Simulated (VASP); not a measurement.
# TmHOs (P6/mmm) in VASP: relaxation of cell and atoms with PBE

Aim: the relaxation of cell and atoms of TmHOs with PBE.

All numbers are computed with VASP 6.6.1; they aren't measurements. Logs are shortened: lines on timing, memory, paths and dates and some standing lists are left out, and cuts for length are marked.

### Step 1. The cell of the first run

It takes space group P6/mmm (No. 191, hexagonal). Conventional cell: a = 3.945 Å, b = 3.945 Å, c = 8.227 Å, α = 90.00°, β = 90.00°, γ = 120.00°. Tm (site symmetry 6/mmm) has 2 Os at 2.25 Å and 6 H at 2.28 Å within 3.0 Å. Tm (site symmetry 6/mmm) has 2 Os at 1.86 Å within 2.5 Å. Within 3.0 Å of H (site symmetry -6m2) lie 3 H at 2.28 Å and 3 Tm at 2.28 Å. Os (site symmetry 6mm) has 2 Tm at 1.86 to 2.25 Å within 2.5 Å.

The cell was generated, and may not be a known phase.

### Step 2. Relaxation of cell and atoms, PBE

The input, INCAR:

```
PREC = Accurate
ENCUT = 600
EDIFF = 1E-7
ISMEAR = 0
SIGMA = 0.2
LREAL = False
LASPH = True
NELM = 200
ALGO = Normal
ISIF = 3
LWAVE = False
LCHARG = False
GGA = PE
IBRION = 2
NSW = 36
EDIFFG = -0.08
GGA_COMPAT = False
NELMIN = 4
LMAXMIX = 6
```

The input, KPOINTS:

```
Automatic mesh
0
Gamma
  5 5 2
```

The input, POSCAR:

```
TmHOs
1.0
    3.9454304100      0.0000000000      0.0000000000
   -1.9727152100      3.4168429700      0.0000000000
    0.0000000000      0.0000000000      8.2269316600
Tm H Os
2 2 2
Direct
    0.0000000000      0.0000000000      0.0000000000
    0.0000000000      0.0000000000      0.5000000000
    0.3333333300      0.6666666700      0.0000000000
    0.6666666700      0.3333333300      0.0000000000
    0.0000000000      0.0000000000      0.7260101000
    0.0000000000      0.0000000000      0.2739899000
```

Potentials or basis: VASP PAW PBE potentials, release 64 (Tm_3, H, Os), 4f in core.

Run with:

```bash
$ cat potpaw_PBE.64/Tm_3/POTCAR potpaw_PBE.64/H/POTCAR potpaw_PBE.64/Os/POTCAR > POTCAR
$ mpirun -np 1 vasp_std > vasp.out
```

OUTCAR:

```text
PREC = Accurate
   ENCUT = 600
   EDIFF = 1E-7
   ISMEAR = 0
   LREAL = False
   LASPH = True
   NELM = 200
   ISIF = 3
   GGA = PE
   IBRION = 2
   NSW = 36
   EDIFFG = -0.08
   NELMIN = 4

 ion  position               nearest neighbor table
   1  0.000  0.000  0.000-   5 2.25   6 2.25   3 2.28   4 2.28   4 2.28   3 2.28   4 2.28   3 2.28

   2  0.000  0.000  0.500-   5 1.86   6 1.86
   3  0.333  0.667  0.000-   1 2.28   1 2.28   1 2.28
   4  0.667  0.333  0.000-   1 2.28   1 2.28   1 2.28
   5  0.000  0.000  0.726-   2 1.86   1 2.25
   6  0.000  0.000  0.274-   2 1.86   1 2.25

  LATTYP: Found a hexagonal cell.
 ALAT       =     3.9454304100
 C/A-ratio  =     2.0851797662

  Lattice vectors:

 A1 = (   3.9454304100,   0.0000000000,   0.0000000000)
 A2 = (  -1.9727152100,   3.4168429700,   0.0000000000)
 A3 = (   0.0000000000,   0.0000000000,   8.2269316600)

Analysis of symmetry for initial positions (statically):
=====================================================================
 Subroutine PRICEL returns:
 Original cell was already a primitive cell.

 Routine SETGRP: Setting up the symmetry group for a
 hexagonal supercell.

 Subroutine GETGRP returns: Found 24 space group operations
 (whereof 24 operations were pure point group operations)
 out of a pool of 24 trial point group operations.

The static configuration has the point symmetry D_6h.

Analysis of symmetry for dynamics (positions and initial velocities):
=====================================================================
 Subroutine PRICEL returns:
 Original cell was already a primitive cell.

 Routine SETGRP: Setting up the symmetry group for a
 hexagonal supercell.

 Subroutine GETGRP returns: Found 24 space group operations
 (whereof 24 operations were pure point group operations)
 out of a pool of 24 trial point group operations.

The dynamic configuration has the point symmetry D_6h.

 Subroutine INISYM returns: Found 24 space group operations
 (whereof 24 operations are pure point group operations),
 and found     1 'primitive' translations

----------------------------------------------------------------------------------------

                                     Primitive cell

  volume of cell :     110.9066

  direct lattice vectors                    reciprocal lattice vectors
     3.945430410  0.000000000  0.000000000     0.253457772  0.146333913  0.000000000
    -1.972715210  3.416842970  0.000000000     0.000000000  0.292667825  0.000000000
     0.000000000  0.000000000  8.226931660     0.000000000  0.000000000  0.121552000

  length of vectors
     3.945430410  3.945430418  8.226931660     0.292667825  0.292667825  0.121552000

  position of ions in fractional coordinates (direct lattice)
     0.000000000  0.000000000  0.000000000
     0.000000000  0.000000000  0.500000000
     0.333333330  0.666666670  0.000000000
     0.666666670  0.333333330  0.000000000
     0.000000000  0.000000000  0.726010100
     0.000000000  0.000000000  0.273989900

  ion indices of the primitive-cell ions
   primitive index   ion index
                 1           1
                 2           2
                 3           3
                 4           4
                 5           5
                 6           6

----------------------------------------------------------------------------------------

 KPOINTS: Automatic mesh

Automatic generation of k-mesh.
 Grid dimensions read from file:
 generate k-points for:    5    5    2

 Generating k-lattice:

  Cartesian coordinates                     Fractional coordinates (reciprocal lattice)
     0.050691554  0.029266783  0.000000000     0.200000000  0.000000000  0.000000000
     0.000000000  0.058533565  0.000000000     0.000000000  0.200000000  0.000000000
     0.000000000  0.000000000  0.060776000     0.000000000  0.000000000  0.500000000

  Length of vectors
     0.058533565  0.058533565  0.060776000

  Shift w.r.t. Gamma in fractional coordinates (k-lattice)
     0.000000000  0.000000000  0.000000000

 Subroutine IBZKPT returns following result:
 ===========================================

 Found     10 irreducible k-points:

 Following reciprocal coordinates:
            Coordinates               Weight
  0.000000  0.000000  0.000000      1.000000
  0.200000  0.000000  0.000000      6.000000
  0.400000 -0.000000  0.000000      6.000000
  0.200000  0.200000  0.000000      6.000000
  0.400000  0.200000  0.000000      6.000000
  0.000000  0.000000  0.500000      1.000000
  0.200000  0.000000  0.500000      6.000000
  0.400000 -0.000000  0.500000      6.000000
  0.200000  0.200000  0.500000      6.000000
  0.400000  0.200000  0.500000      6.000000
   k-points           NKPTS =     10   k-points in BZ     NKDIM =     10   number of bands    NBANDS=     22
   number of dos      NEDOS =    301   number of ions     NIONS =      6
   total plane-waves  NPLWV =  71680
   dimension x,y,z NGX =    32 NGY =   32 NGZ =   70
   dimension x,y,z NGXF=    64 NGYF=   64 NGZF=  140
   ions per type =               2   2   2
   NGX,Y,Z   is equivalent  to a cutoff of  13.48, 13.48, 14.15 a.u.
   NGXF,Y,Z  is equivalent  to a cutoff of  26.97, 26.97, 28.29 a.u.
 SYSTEM =  unknown system
   PREC   = accura    normal or accurate (medium, high low for compatibility)
   ISTART =      0    job   : 0-new  1-cont  2-samecut
   ICHARG =      2    charge: 1-file 2-atom 10-const
   ISPIN  =      1    spin polarized calculation?
   LNONCOLLINEAR =      F non collinear calculations
   LSORBIT =      F    spin-orbit coupling
   LASPH  =      T    aspherical Exc in radial PAW
   ENCUT  =  600.0 eV  44.10 Ry    6.64 a.u.   7.88  7.88 16.43*2*pi/ulx,y,z
   NELM   =    200;   NELMIN=  4; NELMDL= -5     # of ELM steps
   EDIFF  = 0.1E-06   stopping-criterion for ELM
   LREAL  =      F    real-space projection
   EDIFFG = -.8E-01   stopping-criterion for IOM
   NSW    =     36    number of steps for IOM
   IBRION =      2    ionic relax: 0-MD 1-quasi-New 2-CG
   NFREE  =      1    steps in history (QN), initial steepest desc. (CG)
   ISIF   =      3    stress and relaxation
   ISYM   =      2    0-nonsym 1-usesym 2-fastsym
   POTIM  = 0.5000    time-step for ionic-motion
   TEBEG  =    0.0;   TEEND  =   0.0 temperature during run
   PSTRESS=    0.0 pullay stress
   NELECT =      36.0000    total number of electrons
   NUPDOWN=      -1.0000    fix difference up-down
   EMIN   =  10.00;   EMAX   =-10.00  energy-range for DOS
   EFERMI =   0.00;   METHOD = LEGACY
   ISMEAR =     0;   SIGMA  =   0.20  broadening in eV -4-tet -1-fermi 0-gaus
   EFERMI_NEDOS =   21; number of points for ismear=-14 and -15
   IALGO  =     38    algorithm
   IMIX   =      4    mixing-type and parameters
     AMIX     =   0.40;   BMIX     =  1.00
     AMIX_MAG =   1.60;   BMIX_MAG =  1.00
  volume/ion in A,a.u.               =      18.48       124.74
  Fermi-wavevector in a.u.,A,eV,Ry     =   1.125097  2.126125 17.222838  1.265843
  Thomas-Fermi vector in A             =   2.261772
   LORBIT       =      0    0 simple, 1 ext, 2 COOP (PROOUT), +10 PAW based schemes
   GGA     = PE    functional components
   LHFCALC =     F    Hartree Fock is set to
   AEXX    =    0.0000 exact exchange contribution
   IVDW    =     0    specifies the selected vdW correction
   LEPSILON=     F    determine dielectric tensor
   LRPA    =     F    only Hartree local field effects (RPA)
 conjugate gradient relaxation of ions
 non-spin polarized calculation
 Gauss-broadening in eV      SIGMA  =   0.20
  energy-cutoff  :      600.00
  volume of cell :      110.91
 maximum number of plane-waves:      3730
 NGX is ok and might be reduce to    32
   NGX = 15   NGY = 15   NGZ = 33

--------------------------------------- Ionic step        1  -------------------------------------------

 number of electron      36.0000002 magnetization

 Free energy of the ion-electron system (eV)
  ---------------------------------------------------
  ext. energy  EPLUGINS =         0.00000000
  ---------------------------------------------------
  free energy    TOTEN  =       -18.15221147 eV

  energy without entropy =      -18.01746988  energy(sigma->0) =      -18.08484067

------------------------ aborting loop because EDIFF is reached ----------------------------------------

  FORCE on cell =-STRESS in cart. coord.  units (eV):
  Direction    XX          YY          ZZ          XY          YZ          ZX
  --------------------------------------------------------------------------------------
  -------------------------------------------------------------------------------------
  Total       -9.7170813     -9.7170813    108.1404258      0.0000000     -0.0000000     -0.0000000
  in kB     -140.3747901   -140.3747906   1562.2170025      0.0000002     -0.0000000     -0.0000000
  external PRESSURE =     427.1558073 kB  Pullay stress =       0.0000000 kB
[... 101 lines left out ...]
  FREE ENERGIE OF THE ION-ELECTRON SYSTEM (eV)
  ---------------------------------------------------
  free  energy   TOTEN  =       -26.0345260214 eV

  energy  without entropy=      -25.7140850291  energy(sigma->0) =      -25.87430553

 E-fermi :   1.2090     XC(G=0):  -9.4346

 val. band max:        1.1890648697   @ k =   0.2000   0.2000   0.0000
 cond. band min:       1.2436052529   @ k =   0.2000   0.2000   0.0000
 fundamental gap:      0.0545403833
 Fermi energy:         1.2089874098

 k-point     1 :       0.0000    0.0000    0.0000
  band No.  band energies     occupation
      1     -24.8497      2.00000
      2     -24.8497      2.00000
      3     -24.6529      2.00000
      4     -22.8588      2.00000
      5     -22.0248      2.00000
      6     -22.0248      2.00000
[... 239 lines left out ...]
     21       2.3404      0.00000
     22       2.3592      0.00000

 E-fermi :   2.4987     XC(G=0): -10.4714

 val. band max:        2.4615307679   @ k =   0.4000  -0.0000   0.5000
 cond. band min:       2.5427916428   @ k =   0.4000  -0.0000   0.0000
 fundamental gap:      0.0812608749
 Fermi energy:         2.4987103703

 k-point     1 :       0.0000    0.0000    0.0000
  band No.  band energies     occupation
      1     -22.7817      2.00000
      2     -22.5502      2.00000
      3     -22.5502      2.00000
      4     -20.9843      2.00000
      5     -20.3152      2.00000
      6     -20.3152      2.00000
[... 239 lines left out ...]
     21       4.2204      0.00000
     22       5.1927      0.00000

[... ionic steps 4 to 15 ...]

--------------------------------------- Ionic step       16  -------------------------------------------

 number of electron      35.9999993 magnetization

------------------------ aborting loop because EDIFF is reached ----------------------------------------
[... 75 lines left out ...]
--------------------------------------- Ionic step       18  -------------------------------------------

 number of electron      35.9999991 magnetization

 Free energy of the ion-electron system (eV)
  ---------------------------------------------------
  ext. energy  EPLUGINS =         0.00000000
  ---------------------------------------------------
  free energy    TOTEN  =       -32.40303456 eV

  energy without entropy =      -32.25102605  energy(sigma->0) =      -32.32703031

 E-fermi :   2.9902     XC(G=0): -10.9599

 val. band max:        2.9396276980   @ k =   0.2000   0.0000   0.0000
 cond. band min:       3.0097601862   @ k =   0.2000   0.0000   0.5000
 fundamental gap:      0.0701324881
 Fermi energy:         2.9902084027

 k-point     1 :       0.0000    0.0000    0.0000
  band No.  band energies     occupation
      1     -21.5984      2.00000
      2     -21.2628      2.00000
      3     -21.2628      2.00000
      4     -20.2103      2.00000
      5     -19.4955      2.00000
      6     -19.4955      2.00000
[... 272 lines left out ...]
  FREE ENERGIE OF THE ION-ELECTRON SYSTEM (eV)
  ---------------------------------------------------
  free  energy   TOTEN  =       -32.4030345636 eV

  energy  without entropy=      -32.2510260487  energy(sigma->0) =      -32.32703031

 reached required accuracy - stopping structural energy minimisation
```

Wall time 8.7 min (1 thread of Intel Xeon 6975P-C (Granite Rapids), shared host); peak memory 0.3 GiB.

What came out:

* Free energy: -32.4030 eV
* Relaxed volume: 16.36 Å³/atom
* Relaxed cell: a = 3.219 Å, b = 3.219 Å, c = 10.939 Å, α = 90.00°, β = 90.00°, γ = 120.00°
* Space group after relaxing (to 0.1 Å): P6/mmm (No. 191)
* Energy gained by relaxing: 2375.1 meV/atom
* Ionic steps: 18
* Pressure after relaxing: -0.1 GPa
* Largest force after relaxing: 0.062 eV/Å
* Band gap on the k mesh: zero (bands 18 and 19 overlap by 0.31 eV)

Forces in eV/Å, atoms in the order of the input:
```
Tm   0.000  0.000  0.000
Tm   0.000  0.000  0.000
H    0.000  0.000  0.000
H    0.000  0.000  0.000
Os   0.000  0.000 -0.062
Os   0.000  0.000  0.062
```

The path:
| step | energy change (eV) | largest force (eV/Å) | pressure (GPa) | volume (Å³) |
| --- | --- | --- | --- | --- |
| 1 | 0.0000 | 14.9700 | 42.72 | 110.91 |
| 2 | -7.8081 | 0.2583 | -10.61 | 176.21 |
| 3 | -7.8823 | 0.3838 | -10.57 | 173.98 |
| 4 | -7.9485 | 0.5043 | -10.55 | 171.95 |
| 5 | -9.1529 | 3.1364 | -10.09 | 144.30 |
| 6 | -9.2022 | 5.8865 | -3.03 | 128.34 |
| 7 | -9.2536 | 4.1115 | -8.66 | 139.01 |
| 8 | -9.3339 | 4.7922 | -7.27 | 135.27 |
| 9 | -12.4936 | 2.1482 | -10.95 | 120.53 |
| 10 | -13.4874 | 0.9717 | -6.21 | 107.33 |
| 11 | -13.4838 | 1.1066 | -7.42 | 109.11 |
| 12 | -14.1271 | 0.7302 | 2.52 | 94.94 |
| 13 | -14.1279 | 0.6976 | 2.92 | 94.55 |
| 14 | -14.2304 | 0.1624 | 1.51 | 96.32 |
| 15 | -14.2313 | 0.2067 | 1.60 | 96.17 |
| 16 | -14.2480 | 0.1560 | -0.42 | 98.48 |
| 17 | -14.2480 | 0.1564 | -0.40 | 98.45 |
| 18 | -14.2508 | 0.0623 | -0.08 | 98.19 |

Final structure:
```cif
data_structure
_symmetry_space_group_name_H-M 'P 1'
_symmetry_Int_Tables_number 1
_cell_length_a 3.2193
_cell_length_b 3.2193
_cell_length_c 10.9394
_cell_angle_alpha 90.000
_cell_angle_beta 90.000
_cell_angle_gamma 120.000
_cell_volume 98.19
loop_
_atom_site_label
_atom_site_type_symbol
_atom_site_fract_x
_atom_site_fract_y
_atom_site_fract_z
_atom_site_occupancy
Tm1 Tm 0.00000 0.00000 0.00000 1
Tm2 Tm 0.00000 0.00000 0.50000 1
H1 H 0.33333 0.66667 0.00000 1
H2 H 0.66667 0.33333 0.00000 1
Os1 Os 0.00000 0.00000 0.74001 1
Os2 Os 0.00000 0.00000 0.25999 1
```

Caveat: the k points lie up to 0.45 Å⁻¹ apart in the final cell; a cell axis changed by over 15 % at a fixed basis, so the end point is rough; spin-orbit coupling is left out, which moves the levels of the heavy elements; the 4f electrons are frozen in the core, so they carry no moment and show no levels; the relaxation stopped at a loose force limit of 0.08 eV/Å, so its end isn't a converged minimum.

The gap in the log of VASP goes by the Fermi energy; the results here count the filled bands.